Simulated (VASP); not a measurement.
# NiO (I4/mmm) in VASP: further runs

NiO is run at these levels: r2SCAN; tasks: single point.

Program: VASP 6.6.1. These are calculated values, not measurements. Logs are shortened: lines on timing, memory, paths and dates and some standing lists are left out, and cuts for length are marked.

## (1) The cell of the first run

It takes space group I4/mmm (No. 139, tetragonal). The conventional cell has a = 2.977 Å, b = 2.977 Å, c = 4.105 Å, α = 90.00°, β = 90.00°, γ = 90.00°. Ni (site symmetry 4/mmm) has 6 O at 2.05 to 2.10 Å within 2.7 Å. O (site symmetry 4/mmm) has 6 Ni at 2.05 to 2.10 Å within 2.7 Å.

## (2) Single point, r2SCAN, collinear spin, ferromagnetic start (uniaxial strain along c: -2.0 %)

POSCAR

```
NiO
1.0
    2.1047699895      2.1047699895      0.0000000000
   -2.1047699895      2.1047699895      0.0000000000
    0.0000000000      0.0000000000      4.1048250541
Ni O
2 2
Direct
    0.0000000000      0.0000000000      0.0000000000
    0.5000000000      0.5000000000      0.5000000000
    0.5000000000      0.5000000000      0.0000000000
    0.0000000000      0.0000000000      0.5000000000
```

INCAR.step1

```
SYSTEM = NiO
  PREC = Accurate
  ENCUT = 520
  ISMEAR = 0
  SIGMA = 0.02
  LREAL = .FALSE.
  LASPH = .TRUE.
  NELM = 150
  ISPIN = 2
  MAGMOM = 1.84 1.84 0.31 0.31
  LMAXMIX = 4
  NBANDS = 28
  GGA = PE
  ALGO = Normal
  EDIFF = 1E-4
  LWAVE = .TRUE.
  LCHARG = .FALSE.
```

INCAR.step2

```
SYSTEM = NiO
  PREC = Accurate
  ENCUT = 520
  EDIFF = 1E-6
  ISMEAR = 0
  SIGMA = 0.02
  LREAL = .FALSE.
  LASPH = .TRUE.
  NELM = 150
  ALGO = Normal
  ISIF = 2
  LWAVE = .FALSE.
  LCHARG = .TRUE.
  ISPIN = 2
  MAGMOM = 1.84 1.84 0.31 0.31
  LORBIT = 11
  LMAXMIX = 4
  METAGGA = R2SCAN
  LMIXTAU = .TRUE.
  LELF = .TRUE.
  LVHAR = .TRUE.
  NBANDS = 28
  ISTART = 1
```

KPOINTS

```
Automatic mesh
0
G
  10 10 8
  0 0 0
```

Potentials or basis: VASP PAW PBE potentials, release 64 (Ni, O).

Run with:

```console
$ cat potpaw_PBE.64/Ni/POTCAR potpaw_PBE.64/O/POTCAR > POTCAR
$ cp INCAR.step1 INCAR
$ mpirun -np 1 vasp_std > vasp.out
$ cp INCAR.step2 INCAR
$ mpirun -np 1 vasp_std > vasp.out
```

OUTCAR:

```text
SYSTEM = NiO
   PREC = Accurate
   ENCUT = 520
   EDIFF = 1E-6
   ISMEAR = 0
   LREAL = .FALSE.
   LASPH = .TRUE.
   NELM = 150
   ISIF = 2
   ISPIN = 2
   LORBIT = 11
   METAGGA = R2SCAN
   ISTART = 1

 ion  position               nearest neighbor table
   1  0.000  0.000  0.000-   4 2.05   4 2.05   3 2.10   3 2.10   3 2.10   3 2.10   2 2.94   2 2.94
                             2 2.94   2 2.94   2 2.94   2 2.94   2 2.94   2 2.94
   2  0.500  0.500  0.500-   3 2.05   3 2.05   4 2.10   4 2.10   4 2.10   4 2.10   1 2.94   1 2.94
                             1 2.94   1 2.94   1 2.94   1 2.94   1 2.94   1 2.94
   3  0.500  0.500  0.000-   2 2.05   2 2.05   1 2.10   1 2.10   1 2.10   1 2.10
   4  0.000  0.000  0.500-   1 2.05   1 2.05   2 2.10   2 2.10   2 2.10   2 2.10

  LATTYP: Found a simple tetragonal cell.
 ALAT       =     2.9765942648
 C/A-ratio  =     1.3790341205

  Lattice vectors:

 A1 = (   2.1047699895,   2.1047699895,   0.0000000000)
 A2 = (  -2.1047699895,   2.1047699895,   0.0000000000)
 A3 = (   0.0000000000,   0.0000000000,   4.1048250541)

Analysis of symmetry for initial positions (statically):
=====================================================================
 Subroutine PRICEL returns following result:

  LATTYP: Found a body centered tetragonal cell.
 ALAT       =     2.9765942648
 C/A-ratio  =     1.3790341205

  Lattice vectors:

 A1 = (   0.0000000000,  -2.1047699895,  -2.0524125271)
 A2 = (   0.0000000000,   2.1047699895,  -2.0524125270)
 A3 = (   2.1047699895,   0.0000000000,   2.0524125270)

   2 primitive cells build up your supercell.

 Routine SETGRP: Setting up the symmetry group for a
 simple tetragonal supercell.

 Subroutine GETGRP returns: Found 16 space group operations
 (whereof 16 operations were pure point group operations)
 out of a pool of 16 trial point group operations.

The static configuration has the point symmetry D_4h.

Analysis of symmetry for dynamics (positions and initial velocities):
=====================================================================
 Subroutine PRICEL returns following result:

  LATTYP: Found a body centered tetragonal cell.
 ALAT       =     2.9765942648
 C/A-ratio  =     1.3790341205

  Lattice vectors:

 A1 = (   0.0000000000,  -2.1047699895,  -2.0524125271)
 A2 = (   0.0000000000,   2.1047699895,  -2.0524125270)
 A3 = (   2.1047699895,   0.0000000000,   2.0524125270)

   2 primitive cells build up your supercell.

 Routine SETGRP: Setting up the symmetry group for a
 simple tetragonal supercell.

 Subroutine GETGRP returns: Found 16 space group operations
 (whereof 16 operations were pure point group operations)
 out of a pool of 16 trial point group operations.

The dynamic configuration has the point symmetry D_4h.

Analysis of structural, dynamic, and magnetic symmetry:
=====================================================================
 Subroutine PRICEL returns following result:

  LATTYP: Found a body centered tetragonal cell.
 ALAT       =     2.9765942648
 C/A-ratio  =     1.3790341205

  Lattice vectors:

 A1 = (   0.0000000000,  -2.1047699895,  -2.0524125271)
 A2 = (   0.0000000000,   2.1047699895,  -2.0524125270)
 A3 = (   2.1047699895,   0.0000000000,   2.0524125270)

   2 primitive cells build up your supercell.

 Routine SETGRP: Setting up the symmetry group for a
 simple tetragonal supercell.

 Subroutine GETGRP returns: Found 16 space group operations
 (whereof 16 operations were pure point group operations)
 out of a pool of 16 trial point group operations.

The overall configuration has the point symmetry D_4h.

 Subroutine INISYM returns: Found 16 space group operations
 (whereof 16 operations are pure point group operations),
 and found     2 'primitive' translations

----------------------------------------------------------------------------------------

                                     Primitive cell

  volume of cell :      18.1846

  direct lattice vectors                    reciprocal lattice vectors
     0.000000000 -2.104769989 -2.052412527     0.237555649 -0.237555649 -0.243615742
     0.000000000  2.104769989 -2.052412527     0.237555649  0.237555649 -0.243615742
     2.104769989  0.000000000  2.052412527     0.475111297  0.000000000  0.000000000

  length of vectors
     2.939805077  2.939805077  2.939805077     0.414986749  0.414986749  0.475111297

  position of ions in fractional coordinates (direct lattice)
     0.000000000  0.000000000  0.000000000
     0.500000000  0.500000000  0.000000000

  ion indices of the primitive-cell ions
   primitive index   ion index
                 1           1
                 2           4

----------------------------------------------------------------------------------------

 KPOINTS: Automatic mesh

Automatic generation of k-mesh.
 Grid dimensions read from file:
 generate k-points for:   10   10    8

 Generating k-lattice:

  Cartesian coordinates                     Fractional coordinates (reciprocal lattice)
     0.023755565  0.023755565  0.000000000     0.100000000  0.000000000  0.000000000
    -0.023755565  0.023755565  0.000000000     0.000000000  0.100000000  0.000000000
     0.000000000  0.000000000  0.030451968     0.000000000  0.000000000  0.125000000

  Length of vectors
     0.033595442  0.033595442  0.030451968

  Shift w.r.t. Gamma in fractional coordinates (k-lattice)
     0.000000000  0.000000000  0.000000000

 Subroutine IBZKPT returns following result:
 ===========================================

 Found    105 irreducible k-points:

 Following reciprocal coordinates:
            Coordinates               Weight
  0.000000  0.000000  0.000000      1.000000
  0.100000  0.000000  0.000000      4.000000
  0.200000  0.000000  0.000000      4.000000
  0.300000  0.000000  0.000000      4.000000
  0.400000  0.000000  0.000000      4.000000
  0.500000  0.000000  0.000000      2.000000
[... 16 lines left out ...]
  0.100000  0.000000  0.125000      8.000000
  0.200000  0.000000  0.125000      8.000000
 [... further k-points ...]
   k-points           NKPTS =    105   k-points in BZ     NKDIM =    105   number of bands    NBANDS=     28
   number of dos      NEDOS =    301   number of ions     NIONS =      4
   total plane-waves  NPLWV =  18432
   dimension x,y,z NGX =    24 NGY =   24 NGZ =   32
   dimension x,y,z NGXF=    48 NGYF=   48 NGZF=   64
   ions per type =               2   2
   NGX,Y,Z   is equivalent  to a cutoff of  13.40, 13.40, 12.96 a.u.
   NGXF,Y,Z  is equivalent  to a cutoff of  26.81, 26.81, 25.92 a.u.
 SYSTEM =  NiO
   PREC   = accura    normal or accurate (medium, high low for compatibility)
   ISTART =      1    job   : 0-new  1-cont  2-samecut
   ICHARG =      0    charge: 1-file 2-atom 10-const
   ISPIN  =      2    spin polarized calculation?
   LNONCOLLINEAR =      F non collinear calculations
   LSORBIT =      F    spin-orbit coupling
   LASPH  =      T    aspherical Exc in radial PAW
   ENCUT  =  520.0 eV  38.22 Ry    6.18 a.u.   5.53  5.53  7.63*2*pi/ulx,y,z
   NELM   =    150;   NELMIN=  2; NELMDL=  0     # of ELM steps
   EDIFF  = 0.1E-05   stopping-criterion for ELM
   LREAL  =      F    real-space projection
   EDIFFG = 0.1E-04   stopping-criterion for IOM
   NSW    =      0    number of steps for IOM
   IBRION =     -1    ionic relax: 0-MD 1-quasi-New 2-CG
   NFREE  =      0    steps in history (QN), initial steepest desc. (CG)
   ISIF   =      2    stress and relaxation
   ISYM   =      2    0-nonsym 1-usesym 2-fastsym
   POTIM  = 0.5000    time-step for ionic-motion
   TEBEG  =    0.0;   TEEND  =   0.0 temperature during run
   PSTRESS=    0.0 pullay stress
   NELECT =      32.0000    total number of electrons
   NUPDOWN=      -1.0000    fix difference up-down
   EMIN   =  10.00;   EMAX   =-10.00  energy-range for DOS
   EFERMI =   0.00;   METHOD = LEGACY
   ISMEAR =     0;   SIGMA  =   0.02  broadening in eV -4-tet -1-fermi 0-gaus
   EFERMI_NEDOS =   21; number of points for ismear=-14 and -15
   IALGO  =     38    algorithm
   IMIX   =      4    mixing-type and parameters
     AMIX     =   0.40;   BMIX     =  1.00
     AMIX_MAG =   1.60;   BMIX_MAG =  1.00
  volume/ion in A,a.u.               =       9.09        61.36
  Fermi-wavevector in a.u.,A,eV,Ry     =   1.568725  2.964461 33.482556  2.460898
  Thomas-Fermi vector in A             =   2.670714
   LORBIT       =     11    0 simple, 1 ext, 2 COOP (PROOUT), +10 PAW based schemes
   METAGGA = R2SCAN    functional components
   LHFCALC =     F    Hartree Fock is set to
   AEXX    =    0.0000 exact exchange contribution
   IVDW    =     0    specifies the selected vdW correction
   LEPSILON=     F    determine dielectric tensor
   LRPA    =     F    only Hartree local field effects (RPA)
 spin polarized calculation
 Gauss-broadening in eV      SIGMA  =   0.02
  energy-cutoff  :      520.00
  volume of cell :       36.37
 maximum number of plane-waves:      1007
 NGX is ok and might be reduce to    24
   NGX = 11   NGY = 11   NGZ = 15

 number of electron      31.9999987 magnetization       3.9999193

 Free energy of the ion-electron system (eV)
  ---------------------------------------------------
  ext. energy  EPLUGINS =         0.00000000
  ---------------------------------------------------
  free energy    TOTEN  =       -40.20631364 eV

  energy without entropy =      -40.20631364  energy(sigma->0) =      -40.20631364

 E-fermi :   7.8194     XC(G=0): -13.4171

 val. band max:        7.6502988249   @ k =   0.5000   0.0000   0.5000
 cond. band min:       8.2153476430   @ k =   0.0000   0.0000   0.0000
 fundamental gap:      0.5650488181
 Fermi energy:         7.8194311764

 spin component 1

 k-point     1 :       0.0000    0.0000    0.0000
  band No.  band energies     occupation
      1     -13.5701      1.00000
      2     -12.1535      1.00000
      3       0.7772      1.00000
      4       3.3239      1.00000
      5       3.3239      1.00000
      6       3.5177      1.00000
[... 20 lines left out ...]
     27      27.2267      0.00000
     28      27.2727      0.00000

 k-point     2 :       0.1000    0.0000    0.0000
  band No.  band energies     occupation
      1     -13.4977      1.00000
      2     -12.1381      1.00000
      3       0.8300      1.00000
      4       2.6211      1.00000
      5       2.7687      1.00000
      6       3.1006      1.00000
[... 674 lines left out ...]
 k-point    24 :       0.2000    0.0000    0.1250
  band No.  band energies     occupation
      1     -13.2369      1.00000
      2     -12.1352      1.00000
      3       0.7673      1.00000
      4       1.7293      1.00000
      5       2.1455      1.00000
      6       2.3502      1.00000
[... 20 lines left out ...]
     27      26.2731      0.00000
     28      29.0662      0.00000

 [... further k-points ...]

 spin component 2

 k-point     1 :       0.0000    0.0000    0.0000
  band No.  band energies     occupation
      1     -13.0372      1.00000
      2     -11.4715      1.00000
      3       1.2084      1.00000
      4       3.9233      1.00000
      5       3.9233      1.00000
      6       4.4374      1.00000
[... 20 lines left out ...]
     27      27.5680      0.00000
     28      27.6020      0.00000

 k-point     2 :       0.1000    0.0000    0.0000
  band No.  band energies     occupation
      1     -12.9608      1.00000
      2     -11.4574      1.00000
      3       1.2671      1.00000
      4       3.2822      1.00000
      5       3.8321      1.00000
      6       4.6525      1.00000
[... 674 lines left out ...]
 k-point    24 :       0.2000    0.0000    0.1250
  band No.  band energies     occupation
      1     -12.6853      1.00000
      2     -11.4664      1.00000
      3       1.2741      1.00000
      4       2.5145      1.00000
      5       3.1357      1.00000
      6       3.6068      1.00000
[... 20 lines left out ...]
     27      26.8239      0.00000
     28      29.5545      0.00000

 [... further k-points ...]
[... 5 lines left out ...]
  --------------------------------------------------------------------------------------
  -------------------------------------------------------------------------------------
  Total        0.0499644      0.0499644      1.6567789      0.0000000      0.0000000     -0.0000000
  in kB        2.2010893      2.2010893     72.9862767      0.0000000      0.0000000     -0.0000000
  external PRESSURE =      25.7961518 kB  Pullay stress =       0.0000000 kB

 VOLUME and BASIS-vectors are now :
 -----------------------------------------------------------------------------
  energy-cutoff  :      520.00
  volume of cell :       36.37
      direct lattice vectors                 reciprocal lattice vectors
     2.104769989  2.104769989  0.000000000     0.237555649  0.237555649  0.000000000
    -2.104769989  2.104769989  0.000000000    -0.237555649  0.237555649  0.000000000
     0.000000000  0.000000000  4.104825054     0.000000000  0.000000000  0.243615742

 POSITION                                       TOTAL-FORCE (eV/Angst)
 -----------------------------------------------------------------------------------
      0.00000      0.00000      0.00000         0.000000      0.000000      0.000000
      0.00000      2.10477      2.05241        -0.000000     -0.000000     -0.000000
      0.00000      2.10477      0.00000         0.000000      0.000000      0.000000
      0.00000      0.00000      2.05241         0.000000      0.000000      0.000000
 -----------------------------------------------------------------------------------
    total drift:                                0.000000     -0.000000     -0.000000

  FREE ENERGIE OF THE ION-ELECTRON SYSTEM (eV)
  ---------------------------------------------------
  free  energy   TOTEN  =       -40.2063136445 eV

  energy  without entropy=      -40.2063136445  energy(sigma->0) =      -40.20631364

 total charge

# of ion       s       p       d       tot
------------------------------------------
    1        0.338   0.422   8.174   8.934
    2        0.338   0.422   8.174   8.934
    3        1.555   3.497   0.000   5.052
    4        1.555   3.497   0.000   5.052
--------------------------------------------------
tot          3.786   7.839  16.349  27.973

 magnetization (x)

# of ion       s       p       d       tot
------------------------------------------
    1        0.012   0.012   1.669   1.692
    2        0.012   0.012   1.669   1.692
    3        0.028   0.248   0.000   0.276
    4        0.028   0.248   0.000   0.276
--------------------------------------------------
tot          0.080   0.520   3.338   3.938
```

Run time: 11 min. Hardware: 1 thread of Intel Xeon 8259CL, shared host; peak memory 0.29 GiB.

Results:

```
Free energy                                           : -40.2063 eV
Pressure                                              : 2.6 GPa
Band gap on the k mesh                                : 0.56 eV
Net moment                                            : 4.00 μB per cell
Site moments                                          : Ni +1.69; O +0.28 μB
Valence electrons inside the program's atomic spheres : Ni 8.93; O 5.05
```

Caveat: the cell differs from its parent crystal (uniaxial strain along c: -2.0 %); the PAW data sets were made with another functional, which shifts forces and pressure a little. A k mesh can miss the band edges.

## (3) Single point, r2SCAN, collinear spin, ferromagnetic start (biaxial strain in the a-b plane: -2.0 %, then relaxed in part)

POSCAR

```
NiO
1.0
    2.0524125271      2.0524125271      0.0000000000
   -2.0524125271      2.0524125271      0.0000000000
    0.0000000000      0.0000000000      4.2482948100
Ni O
2 2
Direct
    0.0000000000      0.0000000000      0.0000000000
    0.5000000000      0.5000000000      0.5000000000
    0.5000000000      0.5000000000      0.0000000000
    0.0000000000      0.0000000000      0.5000000000
```

INCAR.step1

```
  PREC = Accurate
  ENCUT = 520
  ISMEAR = 0
  SIGMA = 0.02
  LREAL = F
  LASPH = T
  NELM = 150
  ISPIN = 2
  MAGMOM = 1.84 1.84 0.31 0.31
  LMAXMIX = 4
  NBANDS = 28
  GGA = PE
  ALGO = Normal
  EDIFF = 1E-4
  LWAVE = T
  LCHARG = F
```

INCAR.step2

```
  PREC = Accurate
  ENCUT = 520
  EDIFF = 1E-6
  ISMEAR = 0
  SIGMA = 0.02
  LREAL = F
  LASPH = T
  NELM = 150
  ALGO = Normal
  ISIF = 2
  LWAVE = F
  LCHARG = F
  ISPIN = 2
  MAGMOM = 1.84 1.84 0.31 0.31
  LORBIT = 11
  LMAXMIX = 4
  METAGGA = R2SCAN
  LMIXTAU = T
  NBANDS = 28
  ISTART = 1
```

KPOINTS

```
regular mesh
0
Gamma
  10 10 8
```

Potentials or basis: VASP PAW PBE potentials, release 64 (Ni, O).

Run with:

```console
$ cat potpaw_PBE.64/Ni/POTCAR potpaw_PBE.64/O/POTCAR > POTCAR
$ cp INCAR.step1 INCAR
$ mpirun -np 1 vasp_std > vasp.out
$ cp INCAR.step2 INCAR
$ mpirun -np 1 vasp_std > vasp.out
```

Run time: 6.5 min. Hardware: 1 thread of AMD EPYC 9R45 (Zen 5), shared host; peak memory 0.24 GiB.

It converged, with:

```yaml
Free_energy: -40.1773 eV
Pressure: 6.5 GPa
Band_gap_on_the_k_mesh: 0.41 eV
Net_moment: 4.00 μB per cell
Site_moments: Ni +1.69; O +0.28 μB
Valence_electrons_inside_the_program's_atomic_spheres: Ni 8.97; O 5.06
```

Stress tensor (GPa, compression positive):
```
 9.87  0.00  0.00
 0.00  9.87  0.00
 0.00  0.00 -0.21
```

Levels at points of the mesh, in eV from the valence-band top:
Spin up:
| k point | band 15 | band 16 | band 17 | band 18 | band 19 | band 20 | band 21 | band 22 |
| --- | --- | --- | --- | --- | --- | --- | --- | --- |
| (0.00, 0.00, 0.00) | -3.10 | -3.00 | -2.37 | -2.37 | 2.13 | 6.79 | 11.26 | 13.00 |
| (0.50, 0.00, 0.00) | -1.85 | -1.85 | -0.13 | -0.13 | 7.87 | 7.87 | 11.44 | 11.44 |
| (0.50, 0.50, 0.00) | -2.40 | -2.40 | -2.30 | -2.30 | 6.75 | 6.75 | 11.76 | 11.76 |
| (0.00, 0.00, 0.50) | -2.18 | -2.18 | -2.18 | -2.18 | 5.86 | 5.86 | 13.43 | 13.43 |
| (0.50, 0.00, 0.50) | -0.27 | -0.27 | 0.00 | 0.00 | 6.20 | 6.20 | 10.95 | 10.95 |
| (0.50, 0.50, 0.50) | -2.30 | -2.30 | -2.01 | -2.01 | 9.05 | 9.05 | 11.64 | 11.64 |
Spin down:
| k point | band 12 | band 13 | band 14 | band 15 | band 16 | band 17 |
| --- | --- | --- | --- | --- | --- | --- |
| (0.00, 0.00, 0.00) | -2.29 | -1.40 | -1.40 | 0.41 | 0.57 | 0.98 |
| (0.50, 0.00, 0.00) | -1.27 | -0.93 | -0.93 | 1.26 | 1.26 | 3.52 |
| (0.50, 0.50, 0.00) | -1.43 | -1.33 | -1.33 | 0.97 | 0.97 | 1.63 |
| (0.00, 0.00, 0.50) | -1.27 | -1.27 | -1.27 | 0.77 | 0.77 | 1.68 |
| (0.50, 0.00, 0.50) | -1.37 | -1.05 | -1.05 | 3.19 | 3.19 | 3.55 |
| (0.50, 0.50, 0.50) | -1.72 | -1.33 | -1.33 | 1.54 | 1.54 | 2.04 |

Caveat: the cell differs from its parent crystal (biaxial strain in the a-b plane: -2.0 %, then relaxed in part); the cell stands under pressure; the PAW data sets were made with another functional, which shifts forces and pressure a little.

(Continued in part 2 of 2.)
